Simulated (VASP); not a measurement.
A run of VASP 6.6.1 is set up as follows.

Contents of INCAR:

```
SYSTEM = TiO2
PREC = Accurate ; ENCUT = 520
EDIFF = 1E-6 ; ISMEAR = 0
SIGMA = 0.05 ; LREAL = Auto
LASPH = .True. ; NELM = 60
ALGO = Normal ; ISIF = 2
LWAVE = .False. ; LCHARG = .False.
LDIPOL = .True. ; IDIPOL = 3
DIPOL = 0.5 0.5 0.507 ; GGA = PS
NBANDS = 87
```

The input KPOINTS:

```
Automatic mesh
0
Gamma
  7 7 1
  0 0 0
```

Contents of POSCAR:

```
TiO2
1.0
    3.7706690536      0.0000000000      0.0000000000
    0.0000000000      3.7706690536      0.0000000000
    0.0000000000      0.0000000000     28.9149260276
O Ti
12 6
Direct
    0.5000000000      0.0000000000      0.2566502723
    0.0000000000      0.0000000000      0.3125585342
    0.5000000000      0.5000000000      0.3388976072
    0.5000000000      0.0000000000      0.3994349509
    0.0000000000      0.5000000000      0.4230219217
    0.5000000000      0.5000000000      0.4828624653
    0.0000000000      0.0000000000      0.5072457347
    0.0000000000      0.5000000000      0.5667869572
    0.5000000000      0.0000000000      0.5912595885
    0.0000000000      0.0000000000      0.6507395545
    0.5000000000      0.5000000000      0.6778645372
    0.5000000000      0.0000000000      0.7489925968
    0.5000000000      0.0000000000      0.3155803528
    0.5000000000      0.5000000000      0.4014163007
    0.0000000000      0.5000000000      0.4856079578
    0.0000000000      0.0000000000      0.5697695644
    0.5000000000      0.0000000000      0.6534646884
    0.5000000000      0.5000000000      0.7395330404
```

Potentials or basis: VASP PAW PBE potentials, release 64 (O, Ti_sv).

The run is started by

```console
$ cat potpaw_PBE.64/O/POTCAR potpaw_PBE.64/Ti_sv/POTCAR > POTCAR
$ mpirun -np 1 vasp_std > vasp.out
```

Predict the largest force.

0.194 eV/Å.

What does it give for the band gap on the k mesh?

Zero (bands 72 and 73 overlap by 0.61 eV).

Forces in eV/Å, atoms in the order of the input:
```
O    0.000  0.000 -0.194
O    0.000  0.000 -0.002
O    0.000  0.000 -0.091
O    0.000  0.000 -0.008
O    0.000  0.000 -0.091
O    0.000  0.000 -0.002
O    0.000  0.000 -0.077
O    0.000  0.000 -0.002
O    0.000  0.000 -0.092
O    0.000  0.000  0.008
O    0.000  0.000 -0.095
O    0.000  0.000  0.018
Ti   0.000  0.000  0.171
Ti   0.000  0.000  0.074
Ti   0.000  0.000  0.026
Ti   0.000  0.000  0.142
Ti   0.000  0.000  0.126
Ti   0.000  0.000  0.089
```

Caveat: the PAW data sets were made with another functional, which shifts forces and pressure a little; semilocal functionals often make such compounds metallic where correlation or magnetic order opens a gap, which also shifts bond lengths.
